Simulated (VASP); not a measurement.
Write the native input for VASP 6.6.1 that does the following.

* Task: single point
* Functional: PBE
* Potentials or basis: VASP PAW PBE potentials, release 64 (As, Se)
* Cutoff: 520 eV
* k mesh: 12 × 12 × 12
* Occupations: gaussian, width 0.1 eV
* Spin: no spin polarisation
* Dipole correction: no
* Further INCAR settings: ALGO = Normal; EDIFF = 1e-06; NBANDS = 22

The structure of AsSe4 lies in POSCAR:

```
AsSe4
1.0
   -4.3706145681      4.3706145681      1.7202733985
    4.3706145681     -4.3706145681      1.7202733985
    4.3706145681      4.3706145681     -1.7202733985
As Se
1 4
Direct
    0.0000000000      0.0000000000      0.0000000000
    0.7214239177      0.6443839205      0.3658078382
    0.2785760823      0.3556160795      0.6341921618
    0.6443839205      0.2785760823      0.9229600028
    0.3556160795      0.7214239177      0.0770399972
```

The cell was built from a structure type or drawn by symmetry, and may not be a known phase.

The input as run:

INCAR

```
ALGO = Normal ; EDIFF = 1E-6
ENCUT = 520 ; GGA = PE
ISIF = 2 ; ISMEAR = 0
LASPH = T ; LCHARG = F
LREAL = F ; LWAVE = F
NBANDS = 22 ; NELM = 80
PREC = Accurate ; SIGMA = 0.1
```

KPOINTS

```
k-points
0
Gamma
  12 12 12
```

Potentials or basis: VASP PAW PBE potentials, release 64 (As, Se).

The run is started by

```bash
$ cat potpaw_PBE.64/As/POTCAR potpaw_PBE.64/Se/POTCAR > POTCAR
$ mpirun -np 1 vasp_std > vasp.out
```

Results of the run:

```
Pressure               : 0.0 GPa
Largest force          : 0.006 eV/Å
Band gap on the k mesh : zero (an odd number of electrons rules out a gap without spin polarisation)
```

Wall time 10 min on 1 thread of Intel(R) Xeon(R) Platinum 8259CL CPU @ 2.50GHz (Skylake/Cascade Lake), on a shared host, peak memory 0.77 GiB.
